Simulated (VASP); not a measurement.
Set up this calculation in VASP 6.6.1, as the native input.

| Quantity | Value |
| --- | --- |
| Task | single point |
| Functional | LDA |
| Potentials or basis | VASP PAW LDA potentials, release 64 (Ta_pv, Ru_pv) |
| Cutoff | 500 eV |
| k mesh | 6 × 6 × 6 |
| Occupations | gaussian, width 0.1 eV |
| Spin | no spin polarisation |
| Dipole correction | no |
| Further INCAR settings | ALGO = Normal; EDIFF = 1e-06; NBANDS = 32 |

The structure of Ta3Ru lies in POSCAR:

```
Ta3Ru
1.0
    0.0000000000      3.2182866100      3.2182866100
    3.2182866100      0.0000000000      3.2182866100
    3.2182866100      3.2182866100      0.0000000000
Ta Ru
3 1
Direct
    0.2500000000      0.2500000000      0.2500000000
    0.7500000000      0.7500000000      0.7500000000
    0.5000000000      0.5000000000      0.5000000000
    0.0000000000      0.0000000000      0.0000000000
```

The input as run:

INCAR

```
PREC     = Accurate       # precision mode
ENCUT    = 500            # plane-wave cutoff, eV
EDIFF    = 1E-6           # SCF threshold, eV
ISMEAR   = 0              # smearing method
SIGMA    = 0.1            # smearing width, eV
LREAL    = False          # projectors in reciprocal space
LASPH    = True           # aspherical terms in the spheres
NELM     = 120            # most SCF steps
ALGO     = Normal         # electronic algorithm
ISIF     = 2              # what is computed and relaxed
LWAVE    = False          # write WAVECAR
LCHARG   = False          # write CHGCAR
GGA      = CA             # functional
NBANDS   = 32             # bands
GGA_COMPAT= False
```

KPOINTS

```
regular mesh
0
Gamma
  6 6 6
```

Potentials or basis: VASP PAW LDA potentials, release 64 (Ta_pv, Ru_pv).

Run with:

```console
$ cat potpaw_LDA.64/Ta_pv/POTCAR potpaw_LDA.64/Ru_pv/POTCAR > POTCAR
$ mpirun -np 1 vasp_std > vasp.out
```

Results of the run:

```json
{"Pressure": "-9.5 GPa"}
```

Wall time 38 s on 1 thread of Intel Xeon 6975P-C, on a shared host, peak memory 0.18 GiB.
